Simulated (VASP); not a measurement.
# Rb (Pm-3m) in VASP: a series of runs

The runs below take Rb through single point, with RPBE.

Everything below comes from runs of VASP 6.6.1. Logs are shortened: lines on timing, memory, paths and dates and some standing lists are left out, and cuts for length are marked.

## (1) The cell of the first run

It takes space group Pm-3m (No. 221, cubic). Conventional cell: a = 4.844 Å, b = 4.844 Å, c = 4.844 Å, α = 90.00°, β = 90.00°, γ = 90.00°.

This isn't the form of Rb at room conditions, which is bcc.

## (2) Single point, RPBE (113.63 Å³/atom)

The input, INCAR:

```
SYSTEM = Rb
ALGO = Normal
EDIFF = 1E-6
ENCUT = 520
GGA = RP
ISIF = 2
ISMEAR = -1
LASPH = .True.
LCHARG = .True.
LELF = .True.
LREAL = .False.
LVHAR = .True.
LWAVE = .False.
NBANDS = 10
NELM = 80
PREC = Accurate
SIGMA = 0.1
```

The input, KPOINTS:

```
k-points
0
Gamma
  8 8 8
  0 0 0
```

The input, POSCAR:

```
Rb
1.0
    4.8435365140      0.0000000000      0.0000000000
    0.0000000000      4.8435365140      0.0000000000
    0.0000000000      0.0000000000      4.8435365140
Rb
1
Direct
    0.0000000000      0.0000000000      0.0000000000
```

Potentials or basis: VASP PAW PBE potentials, release 64 (Rb_sv).

The run is started by

```bash
$ cat potpaw_PBE.64/Rb_sv/POTCAR > POTCAR
$ mpirun -np 1 vasp_std > vasp.out
```

OUTCAR:

```text
SYSTEM = Rb
   EDIFF = 1E-6
   ENCUT = 520
   GGA = RP
   ISIF = 2
   ISMEAR = -1
   LASPH = .True.
   LREAL = .False.
   NELM = 80
   PREC = Accurate

 ion  position               nearest neighbor table
   1  0.000  0.000  0.000-

  LATTYP: Found a simple cubic cell.
 ALAT       =     4.8435365140

  Lattice vectors:

 A1 = (   4.8435365140,   0.0000000000,   0.0000000000)
 A2 = (   0.0000000000,   4.8435365140,   0.0000000000)
 A3 = (   0.0000000000,   0.0000000000,   4.8435365140)

Analysis of symmetry for initial positions (statically):
=====================================================================
 Subroutine PRICEL returns:
 Original cell was already a primitive cell.

 Routine SETGRP: Setting up the symmetry group for a
 simple cubic supercell.

 Subroutine GETGRP returns: Found 48 space group operations
 (whereof 48 operations were pure point group operations)
 out of a pool of 48 trial point group operations.

The static configuration has the point symmetry O_h .

Analysis of symmetry for dynamics (positions and initial velocities):
=====================================================================
 Subroutine PRICEL returns:
 Original cell was already a primitive cell.

 Routine SETGRP: Setting up the symmetry group for a
 simple cubic supercell.

 Subroutine GETGRP returns: Found 48 space group operations
 (whereof 48 operations were pure point group operations)
 out of a pool of 48 trial point group operations.

The dynamic configuration has the point symmetry O_h .

 Subroutine INISYM returns: Found 48 space group operations
 (whereof 48 operations are pure point group operations),
 and found     1 'primitive' translations

----------------------------------------------------------------------------------------

                                     Primitive cell

  volume of cell :     113.6286

  direct lattice vectors                    reciprocal lattice vectors
     4.843536514  0.000000000  0.000000000     0.206460713  0.000000000  0.000000000
     0.000000000  4.843536514  0.000000000     0.000000000  0.206460713  0.000000000
     0.000000000  0.000000000  4.843536514     0.000000000  0.000000000  0.206460713

  length of vectors
     4.843536514  4.843536514  4.843536514     0.206460713  0.206460713  0.206460713

  position of ions in fractional coordinates (direct lattice)
     0.000000000  0.000000000  0.000000000

  ion indices of the primitive-cell ions
   primitive index   ion index
                 1           1

----------------------------------------------------------------------------------------

 KPOINTS: k-points

Automatic generation of k-mesh.
 Grid dimensions read from file:
 generate k-points for:    8    8    8

 Generating k-lattice:

  Cartesian coordinates                     Fractional coordinates (reciprocal lattice)
     0.025807589  0.000000000  0.000000000     0.125000000  0.000000000  0.000000000
     0.000000000  0.025807589  0.000000000     0.000000000  0.125000000  0.000000000
     0.000000000  0.000000000  0.025807589     0.000000000  0.000000000  0.125000000

  Length of vectors
     0.025807589  0.025807589  0.025807589

  Shift w.r.t. Gamma in fractional coordinates (k-lattice)
     0.000000000  0.000000000  0.000000000

 Subroutine IBZKPT returns following result:
 ===========================================

 Found     35 irreducible k-points:

 Following reciprocal coordinates:
            Coordinates               Weight
  0.000000  0.000000  0.000000      1.000000
  0.125000  0.000000  0.000000      6.000000
  0.250000  0.000000  0.000000      6.000000
  0.375000  0.000000  0.000000      6.000000
  0.500000  0.000000  0.000000      3.000000
  0.125000  0.125000  0.000000     12.000000
[... 16 lines left out ...]
  0.375000  0.375000  0.125000     24.000000
  0.500000  0.375000  0.125000     24.000000
 [... further k-points ...]
   k-points           NKPTS =     35   k-points in BZ     NKDIM =     35   number of bands    NBANDS=     10
   number of dos      NEDOS =    301   number of ions     NIONS =      1
   total plane-waves  NPLWV =  46656
   dimension x,y,z NGX =    36 NGY =   36 NGZ =   36
   dimension x,y,z NGXF=    72 NGYF=   72 NGZF=   72
   ions per type =               1
   NGX,Y,Z   is equivalent  to a cutoff of  12.36, 12.36, 12.36 a.u.
   NGXF,Y,Z  is equivalent  to a cutoff of  24.71, 24.71, 24.71 a.u.
 SYSTEM =  Rb
   PREC   = accura    normal or accurate (medium, high low for compatibility)
   ISTART =      0    job   : 0-new  1-cont  2-samecut
   ICHARG =      2    charge: 1-file 2-atom 10-const
   ISPIN  =      1    spin polarized calculation?
   LNONCOLLINEAR =      F non collinear calculations
   LSORBIT =      F    spin-orbit coupling
   LASPH  =      T    aspherical Exc in radial PAW
   ENCUT  =  520.0 eV  38.22 Ry    6.18 a.u.   9.01  9.01  9.01*2*pi/ulx,y,z
   NELM   =     80;   NELMIN=  2; NELMDL= -5     # of ELM steps
   EDIFF  = 0.1E-05   stopping-criterion for ELM
   LREAL  =      F    real-space projection
   EDIFFG = 0.1E-04   stopping-criterion for IOM
   NSW    =      0    number of steps for IOM
   IBRION =     -1    ionic relax: 0-MD 1-quasi-New 2-CG
   NFREE  =      0    steps in history (QN), initial steepest desc. (CG)
   ISIF   =      2    stress and relaxation
   ISYM   =      2    0-nonsym 1-usesym 2-fastsym
   POTIM  = 0.5000    time-step for ionic-motion
   TEBEG  =    0.0;   TEEND  =   0.0 temperature during run
   PSTRESS=    0.0 pullay stress
   NELECT =       9.0000    total number of electrons
   NUPDOWN=      -1.0000    fix difference up-down
   EMIN   =  10.00;   EMAX   =-10.00  energy-range for DOS
   EFERMI =   0.00;   METHOD = LEGACY
   ISMEAR =    -1;   SIGMA  =   0.10  broadening in eV -4-tet -1-fermi 0-gaus
   EFERMI_NEDOS =   21; number of points for ismear=-14 and -15
   IALGO  =     38    algorithm
   IMIX   =      4    mixing-type and parameters
     AMIX     =   0.40;   BMIX     =  1.00
     AMIX_MAG =   1.60;   BMIX_MAG =  1.00
  volume/ion in A,a.u.               =     113.63       766.80
  Fermi-wavevector in a.u.,A,eV,Ry     =   0.703061  1.328593  6.725291  0.494295
  Thomas-Fermi vector in A             =   1.787930
   LORBIT       =      0    0 simple, 1 ext, 2 COOP (PROOUT), +10 PAW based schemes
   GGA     = RP    functional components
   LHFCALC =     F    Hartree Fock is set to
   AEXX    =    0.0000 exact exchange contribution
   IVDW    =     0    specifies the selected vdW correction
   LEPSILON=     F    determine dielectric tensor
   LRPA    =     F    only Hartree local field effects (RPA)
 non-spin polarized calculation
  energy-cutoff  :      520.00
  volume of cell :      113.63
 maximum number of plane-waves:      3112
   NGX = 19   NGY = 19   NGZ = 19

 number of electron       9.0000000 magnetization

 Free energy of the ion-electron system (eV)
  ---------------------------------------------------
  ext. energy  EPLUGINS =         0.00000000
  ---------------------------------------------------
  free energy    TOTEN  =        -0.74784115 eV

  energy without entropy =       -0.71826366  energy(sigma->0) =       -0.73305240

 E-fermi :  -0.2895     XC(G=0):  -4.8307

 val. band max:       -0.4180104120   @ k =   0.5000   0.0000   0.0000
 cond. band min:      -0.2827163621   @ k =   0.5000   0.1250   0.0000
 fundamental gap:      0.1352940498
 Fermi energy:        -0.2895186894

 k-point     1 :       0.0000    0.0000    0.0000
  band No.  band energies     occupation
      1     -29.4980      2.00000
      2     -13.5543      2.00000
      3     -13.5543      2.00000
      4     -13.5543      2.00000
      5      -1.9798      2.00000
      6       2.0580      0.00000
      7       2.0580      0.00000
      8       4.8790      0.00000
      9       4.8790      0.00000
     10       4.8792      0.00000

 k-point     2 :       0.1250    0.0000    0.0000
  band No.  band energies     occupation
      1     -29.4977      2.00000
      2     -13.5649      2.00000
      3     -13.5535      2.00000
      4     -13.5535      2.00000
      5      -1.8598      2.00000
      6       1.9352      0.00000
      7       2.1204      0.00000
      8       4.4519      0.00000
      9       4.4663      0.00000
     10       4.4663      0.00000

 k-point     3 :       0.2500    0.0000    0.0000
  band No.  band energies     occupation
      1     -29.4969      2.00000
      2     -13.5902      2.00000
      3     -13.5513      2.00000
      4     -13.5513      2.00000
      5      -1.5114      1.99999
      6       1.4227      0.00000
      7       2.2893      0.00000
      8       4.0236      0.00000
      9       4.0236      0.00000
     10       4.3808      0.00000

 k-point     4 :       0.3750    0.0000    0.0000
  band No.  band energies     occupation
      1     -29.4961      2.00000
      2     -13.6153      2.00000
      3     -13.5492      2.00000
      4     -13.5492      2.00000
      5      -0.9679      1.99774
      6       0.6255      0.00021
      7       2.4953      0.00000
      8       3.7310      0.00000
      9       3.7310      0.00000
     10       4.9662      0.00000
[... 222 lines left out ...]
 k-point    22 :       0.5000    0.2500    0.1250
  band No.  band energies     occupation
      1     -29.4944      2.00000
      2     -13.6201      2.00000
      3     -13.5820      2.00000
      4     -13.5555      2.00000
      5       0.2342      0.01058
      6       0.2643      0.00784
      7       2.4601      0.00000
      8       2.6399      0.00000
      9       3.6237      0.00000
     10       3.9986      0.00000

 k-point    23 :       0.3750    0.3750    0.1250
  band No.  band energies     occupation
      1     -29.4940      2.00000
      2     -13.6076      2.00000
      3     -13.6069      2.00000
      4     -13.5542      2.00000
      5       0.0541      0.06240
      6       1.2389      0.00000
      7       1.6324      0.00000
      8       2.6025      0.00000
      9       3.6083      0.00000
     10       3.9679      0.00000

 k-point    24 :       0.5000    0.3750    0.1250
  band No.  band energies     occupation
      1     -29.4936      2.00000
      2     -13.6172      2.00000
      3     -13.6060      2.00000
      4     -13.5533      2.00000
      5       0.5265      0.00057
      6       0.8108      0.00003
      7       1.8642      0.00000
      8       2.2051      0.00000
      9       3.8133      0.00000
     10       3.8869      0.00000

 [... further k-points ...]

------------------------ aborting loop because EDIFF is reached ----------------------------------------

  FORCE on cell =-STRESS in cart. coord.  units (eV):
  Direction    XX          YY          ZZ          XY          YZ          ZX
  --------------------------------------------------------------------------------------
  -------------------------------------------------------------------------------------
  Total       -0.0425789     -0.0425789     -0.0425789      0.0000000     -0.0000000      0.0000000
  in kB       -0.6003671     -0.6003671     -0.6003671      0.0000000     -0.0000000      0.0000000
  external PRESSURE =      -0.6003671 kB  Pullay stress =       0.0000000 kB

 VOLUME and BASIS-vectors are now :
 -----------------------------------------------------------------------------
  energy-cutoff  :      520.00
  volume of cell :      113.63
      direct lattice vectors                 reciprocal lattice vectors
     4.843536514  0.000000000  0.000000000     0.206460713  0.000000000  0.000000000
     0.000000000  4.843536514  0.000000000     0.000000000  0.206460713  0.000000000
     0.000000000  0.000000000  4.843536514     0.000000000  0.000000000  0.206460713

 POSITION                                       TOTAL-FORCE (eV/Angst)
 -----------------------------------------------------------------------------------
      0.00000      0.00000      0.00000         0.000000      0.000000      0.000000
 -----------------------------------------------------------------------------------
    total drift:                                0.000000      0.000000     -0.000000

  FREE ENERGIE OF THE ION-ELECTRON SYSTEM (eV)
  ---------------------------------------------------
  free  energy   TOTEN  =        -0.7478411469 eV

  energy  without entropy=       -0.7182636603  energy(sigma->0) =       -0.73305240
```

Run time: 20 s. Hardware: 1 thread of Intel Xeon Platinum 8488C (Sapphire Rapids), shared host; peak memory 0.21 GiB.

What came out:

| Item | Value |
| --- | --- |
| Free energy | -0.7478 eV |
| Pressure | -0.1 GPa |
| Band gap on the k mesh | zero (an odd number of electrons rules out a gap without spin polarisation) |

Caveat: the PAW data sets were made with another functional, which shifts forces and pressure a little.

## (3) Single point, RPBE (118.00 Å³/atom)

This run uses another cell than the first one, of 118.00 Å³/atom.

The input, INCAR:

```
  PREC = Accurate
  ENCUT = 520
  EDIFF = 1E-7
  ISMEAR = -1
  SIGMA = 0.1
  LREAL = F
  LASPH = T
  NELM = 60
  ALGO = Normal
  ISIF = 2
  LWAVE = F
  LCHARG = T
  GGA = RP
  LELF = T
  LVHAR = T
  NBANDS = 10
```

The input, KPOINTS:

```
Automatic mesh
0
Gamma
  8 8 8
```

The input, POSCAR:

```
Rb
1.0
    4.9048536121      0.0000000000      0.0000000000
    0.0000000000      4.9048536121      0.0000000000
    0.0000000000      0.0000000000      4.9048536121
Rb
1
Direct
    0.0000000000      0.0000000000      0.0000000000
```

Potentials or basis: VASP PAW PBE potentials, release 64 (Rb_sv).

The run is started by

```bash
$ cat potpaw_PBE.64/Rb_sv/POTCAR > POTCAR
$ mpirun -np 1 vasp_std > vasp.out
```

Run time: 24 s. Hardware: 1 thread of Intel Xeon Platinum 8488C (Sapphire Rapids), shared host; peak memory 0.21 GiB.

It converged, with:

* Free energy: -0.7454 eV
* Pressure: -0.1 GPa
* Band gap on the k mesh: zero (an odd number of electrons rules out a gap without spin polarisation)

Levels at points of the mesh, in eV from the Fermi level:
| k point | band 1 | band 2 | band 3 | band 4 | band 5 | band 6 | band 7 | band 8 |
| --- | --- | --- | --- | --- | --- | --- | --- | --- |
| (0.00, 0.00, 0.00) | -29.22 | -13.28 | -13.28 | -13.28 | -1.65 | 2.34 | 2.34 | 5.04 |
| (0.50, 0.00, 0.00) | -29.22 | -13.34 | -13.28 | -13.28 | -0.13 | 0.26 | 2.87 | 3.87 |
| (0.50, 0.50, 0.00) | -29.22 | -13.34 | -13.34 | -13.27 | 0.94 | 1.51 | 1.80 | 1.80 |
| (0.50, 0.50, 0.50) | -29.22 | -13.33 | -13.33 | -13.33 | 1.85 | 1.85 | 1.85 | 3.35 |

Caveat: the PAW data sets were made with another functional, which shifts forces and pressure a little.

(Continued in part 2 of 2.)
